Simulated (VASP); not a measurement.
# Sn (Fd-3m) in VASP: further runs

Runs on Sn. Level: PBE. Tasks: single point.

Everything below comes from runs of VASP 6.6.1. Logs are shortened: lines on timing, memory, paths and dates and some standing lists are left out, and cuts for length are marked.

### 1 The cell of the first run

The structure is cubic, space group Fd-3m (No. 227). The conventional cell has a = 6.467 Å, b = 6.467 Å, c = 6.467 Å, α = 90.00°, β = 90.00°, γ = 90.00°. Within 3.7 Å of Sn (site symmetry -43m) lie 4 Sn at 2.80 Å.

### 2 Single point, PBE

INCAR

```
PREC = Accurate
ENCUT = 520
EDIFF = 1E-6
ISMEAR = 1
SIGMA = 0.05
LREAL = F
LASPH = T
NELM = 80
ALGO = Normal
ISIF = 2
LWAVE = F
LCHARG = F
GGA = PE
NBANDS = 21
```

KPOINTS

```
Automatic mesh
0
Gamma
  9 9 9
```

POSCAR

```
Sn
1.0
    0.0000000000      3.2333430000      3.2333430000
    3.2333430000      0.0000000000      3.2333430000
    3.2333430000      3.2333430000      0.0000000000
Sn
2
Direct
    0.0000000000      0.0000000000      0.0000000000
    0.2500000000      0.2500000000      0.2500000000
```

Potentials or basis: VASP PAW PBE potentials, release 64 (Sn_d).

On the command line:

```console
$ cat potpaw_PBE.64/Sn_d/POTCAR > POTCAR
$ mpirun -np 1 vasp_std > vasp.out
```

OUTCAR:

```text
PREC = Accurate
   ENCUT = 520
   EDIFF = 1E-6
   ISMEAR = 1
   LREAL = F
   LASPH = T
   NELM = 80
   ISIF = 2
   GGA = PE

 ion  position               nearest neighbor table
   1  0.000  0.000  0.000-   2 2.80   2 2.80   2 2.80   2 2.80
   2  0.250  0.250  0.250-   1 2.80   1 2.80   1 2.80   1 2.80

  LATTYP: Found a face centered cubic cell.
 ALAT       =     6.4666860000

  Lattice vectors:

 A1 = (   0.0000000000,   3.2333430000,   3.2333430000)
 A2 = (   3.2333430000,   0.0000000000,   3.2333430000)
 A3 = (   3.2333430000,   3.2333430000,   0.0000000000)

Analysis of symmetry for initial positions (statically):
=====================================================================
 Subroutine PRICEL returns:
 Original cell was already a primitive cell.

 Routine SETGRP: Setting up the symmetry group for a
 face centered cubic supercell.

 Subroutine GETGRP returns: Found 48 space group operations
 (whereof 24 operations were pure point group operations)
 out of a pool of 48 trial point group operations.

The static configuration has the point symmetry T_d .
 The point group associated with its full space group is O_h .

Analysis of symmetry for dynamics (positions and initial velocities):
=====================================================================
 Subroutine PRICEL returns:
 Original cell was already a primitive cell.

 Routine SETGRP: Setting up the symmetry group for a
 face centered cubic supercell.

 Subroutine GETGRP returns: Found 48 space group operations
 (whereof 24 operations were pure point group operations)
 out of a pool of 48 trial point group operations.

The dynamic configuration has the point symmetry T_d .
 The point group associated with its full space group is O_h .

 Subroutine INISYM returns: Found 48 space group operations
 (whereof 24 operations are pure point group operations),
 and found     1 'primitive' translations

----------------------------------------------------------------------------------------

                                     Primitive cell

  volume of cell :      67.6060

  direct lattice vectors                    reciprocal lattice vectors
     0.000000000  3.233343000  3.233343000    -0.154638713  0.154638713  0.154638713
     3.233343000  0.000000000  3.233343000     0.154638713 -0.154638713  0.154638713
     3.233343000  3.233343000  0.000000000     0.154638713  0.154638713 -0.154638713

[... 73 lines left out ...]
 SYSTEM =  unknown system
   PREC   = accura    normal or accurate (medium, high low for compatibility)
   ISTART =      0    job   : 0-new  1-cont  2-samecut
   ICHARG =      2    charge: 1-file 2-atom 10-const
   ISPIN  =      1    spin polarized calculation?
   LNONCOLLINEAR =      F non collinear calculations
   LSORBIT =      F    spin-orbit coupling
   LASPH  =      T    aspherical Exc in radial PAW
   ENCUT  =  520.0 eV  38.22 Ry    6.18 a.u.   8.50  8.50  8.50*2*pi/ulx,y,z
   NELM   =     80;   NELMIN=  2; NELMDL= -5     # of ELM steps
   EDIFF  = 0.1E-05   stopping-criterion for ELM
   LREAL  =      F    real-space projection
   EDIFFG = 0.1E-04   stopping-criterion for IOM
   NSW    =      0    number of steps for IOM
   IBRION =     -1    ionic relax: 0-MD 1-quasi-New 2-CG
   NFREE  =      0    steps in history (QN), initial steepest desc. (CG)
   ISIF   =      2    stress and relaxation
   ISYM   =      2    0-nonsym 1-usesym 2-fastsym
   POTIM  = 0.5000    time-step for ionic-motion
   TEBEG  =    0.0;   TEEND  =   0.0 temperature during run
   PSTRESS=    0.0 pullay stress
   NELECT =      28.0000    total number of electrons
   NUPDOWN=      -1.0000    fix difference up-down
   EMIN   =  10.00;   EMAX   =-10.00  energy-range for DOS
   EFERMI =   0.00;   METHOD = LEGACY
   ISMEAR =     1;   SIGMA  =   0.05  broadening in eV -4-tet -1-fermi 0-gaus
   EFERMI_NEDOS =   21; number of points for ismear=-14 and -15
   IALGO  =     38    algorithm
   IMIX   =      4    mixing-type and parameters
     AMIX     =   0.40;   BMIX     =  1.00
     AMIX_MAG =   1.60;   BMIX_MAG =  1.00
  volume/ion in A,a.u.               =      33.80       228.11
  Fermi-wavevector in a.u.,A,eV,Ry     =   1.220298  2.306028 20.260790  1.489126
  Thomas-Fermi vector in A             =   2.355520
   LORBIT       =      0    0 simple, 1 ext, 2 COOP (PROOUT), +10 PAW based schemes
   GGA     = PE    functional components
   LHFCALC =     F    Hartree Fock is set to
   AEXX    =    0.0000 exact exchange contribution
   IVDW    =     0    specifies the selected vdW correction
   LEPSILON=     F    determine dielectric tensor
   LRPA    =     F    only Hartree local field effects (RPA)
 non-spin polarized calculation
 Methfessel and Paxton  Order N= 1 SIGMA  =   0.05
  energy-cutoff  :      520.00
  volume of cell :       67.61
 maximum number of plane-waves:      1853
 NGX is ok and might be reduce to    36
   NGX = 17   NGY = 17   NGZ = 17

 number of electron      28.0000008 magnetization

 Free energy of the ion-electron system (eV)
  ---------------------------------------------------
  ext. energy  EPLUGINS =         0.00000000
  ---------------------------------------------------
  free energy    TOTEN  =        -7.62257139 eV

  energy without entropy =       -7.62247909  energy(sigma->0) =       -7.62254062

 E-fermi :   5.7749     XC(G=0):  -8.9213

 val. band max:        5.6040303453   @ k =   0.1111   0.0000   0.0000
 cond. band min:       5.7896188119   @ k =   0.4444   0.0000   0.0000
 fundamental gap:      0.1855884666
 Fermi energy:         5.7749146292

 k-point     1 :       0.0000    0.0000    0.0000
  band No.  band energies     occupation
      1     -15.9500      2.00000
      2     -15.9500      2.00000
      3     -15.9500      2.00000
      4     -15.8889      2.00000
      5     -15.8889      2.00000
      6     -15.5712      2.00000
[... 565 lines left out ...]
     20      15.7412      0.00000
     21      15.9619      0.00000

 [... further k-points ...]
[... 5 lines left out ...]
  --------------------------------------------------------------------------------------
  -------------------------------------------------------------------------------------
  Total        1.5741071      1.5741071      1.5741071      0.0000000      0.0000000     -0.0000000
  in kB       37.3043550     37.3043550     37.3043550      0.0000000      0.0000000     -0.0000000
  external PRESSURE =      37.3043550 kB  Pullay stress =       0.0000000 kB

 VOLUME and BASIS-vectors are now :
 -----------------------------------------------------------------------------
  energy-cutoff  :      520.00
  volume of cell :       67.61
      direct lattice vectors                 reciprocal lattice vectors
     0.000000000  3.233343000  3.233343000    -0.154638713  0.154638713  0.154638713
     3.233343000  0.000000000  3.233343000     0.154638713 -0.154638713  0.154638713
     3.233343000  3.233343000  0.000000000     0.154638713  0.154638713 -0.154638713

 POSITION                                       TOTAL-FORCE (eV/Angst)
 -----------------------------------------------------------------------------------
      0.00000      0.00000      0.00000         0.000000      0.000000      0.000000
      1.61667      1.61667      1.61667        -0.000000     -0.000000     -0.000000
 -----------------------------------------------------------------------------------
    total drift:                                0.000000      0.000000      0.000000

  FREE ENERGIE OF THE ION-ELECTRON SYSTEM (eV)
  ---------------------------------------------------
  free  energy   TOTEN  =        -7.6225713914 eV

  energy  without entropy=       -7.6224790858  energy(sigma->0) =       -7.62254062
```

It used 33 s of CPU time on 1 thread of Intel Xeon 6975P-C, on a shared host.

Results:

```
Free energy            : -7.6226 eV
Pressure               : 3.7 GPa
Band gap on the k mesh : zero (band 14 reaches 5.84 eV, above the bottom of band 15 at 5.79 eV)
```

Caveat: spin-orbit coupling is left out, which moves the levels of the heavy elements.

### 3 Single point, PBE

INCAR

```
SYSTEM = Sn
PREC     = Accurate       ! precision mode
ENCUT    = 520            ! plane-wave cutoff, eV
EDIFF    = 1E-6           ! SCF threshold, eV
ISMEAR   = 1              ! smearing method
SIGMA    = 0.025          ! smearing width, eV
LREAL    = .False.        ! projectors in reciprocal space
LASPH    = .True.         ! aspherical terms in the spheres
NELM     = 60             ! most SCF steps
ALGO     = Normal         ! electronic algorithm
ISIF     = 2              ! what is computed and relaxed
LWAVE    = .False.        ! write WAVECAR
LCHARG   = .True.         ! write CHGCAR
GGA      = PE             ! functional
LELF     = .True.         ! ELF
LVHAR    = .True.       
NBANDS   = 21             ! bands
```

KPOINTS

```
regular mesh
0
Gamma
  9 9 9
  0 0 0
```

POSCAR is that of step 2.

Potentials or basis: VASP PAW PBE potentials, release 64 (Sn_d).

On the command line:

```console
$ cat potpaw_PBE.64/Sn_d/POTCAR > POTCAR
$ mpirun -np 1 vasp_std > vasp.out
```

It used 36 s of CPU time on 1 thread of Intel Xeon 6975P-C (shared host).

The run converged. Its results:

* Free energy: -7.6225 eV
* Pressure: 3.7 GPa
* Band gap on the k mesh: zero (band 14 reaches 5.84 eV, above the bottom of band 15 at 5.79 eV)

Levels at points of the mesh, in eV from the Fermi level:
```csv
k point,band 12,band 13,band 14,band 15,band 16,band 17
"(0.00, 0.00, 0.00)",-0.59,0.06,0.06,0.06,2.14,2.14
```

Caveat: spin-orbit coupling is left out, which moves the levels of the heavy elements.
